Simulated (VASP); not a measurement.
CdSe (Cadmoselite):

```
Cd Se
1.0
     4.30000    0.00000    0.00000
    -2.15000    3.72391    0.00000
     0.00000    0.00000    7.02000
Cd Se
2 2
Direct
  0.33333 0.66667 0.00000
  0.66667 0.33333 0.50000
  0.33333 0.66667 0.38500
  0.66667 0.33333 0.88500
```

```yaml
Program: VASP 6.6.1
Task: relaxation of cell and atoms
Functional: PBEsol
Potentials_or_basis: VASP PAW PBE potentials, release 64 (Cd, Se)
Cutoff: 600 eV
k_mesh: 6 × 6 × 4
Occupations: fermi-dirac, width 0.02 eV
Spin: no spin polarisation
```

At the start: pressure 0.5 GPa; volume 28.10 Å³/atom.

How do energy, volume and symmetry change on relaxing?

Over 10 steps the energy falls by 5.0 meV/atom and the volume is 28.30 Å³/atom (+0.7 %); space group P6_3mc (No. 186, to 0.05 Å).

Step by step:
```csv
step,energy change (eV),largest force (eV/Å),pressure (GPa),volume (Å³)
1,0.0000,0.2754,0.46,112.41
2,-0.0162,0.0627,-0.26,113.71
3,-0.0162,0.0677,-0.23,113.68
4,-0.0175,0.0384,0.03,113.10
5,-0.0177,0.0246,0.16,112.83
6,-0.0188,0.0202,0.13,112.91
7,-0.0199,0.0082,0.04,113.09
8,-0.0199,0.0089,0.04,113.08
9,-0.0199,0.0055,-0.05,113.27
10,-0.0200,0.0013,0.01,113.19
```

Final structure:
```yaml
crystal:
  lattice:
    - [4.31088, 0.00000, 0.00000]
    - [-2.15544, 3.73333, 0.00000]
    - [0.00000, 0.00000, 7.03278]
  atoms:
    - { symbol: Cd, position: [0.33333, 0.66667, 0.00461] }
    - { symbol: Cd, position: [0.66667, 0.33333, 0.50461] }
    - { symbol: Se, position: [0.33333, 0.66667, 0.38039] }
    - { symbol: Se, position: [0.66667, 0.33333, 0.88039] }
```

Caveat: the PAW data sets were made with another functional, which shifts forces and pressure a little.
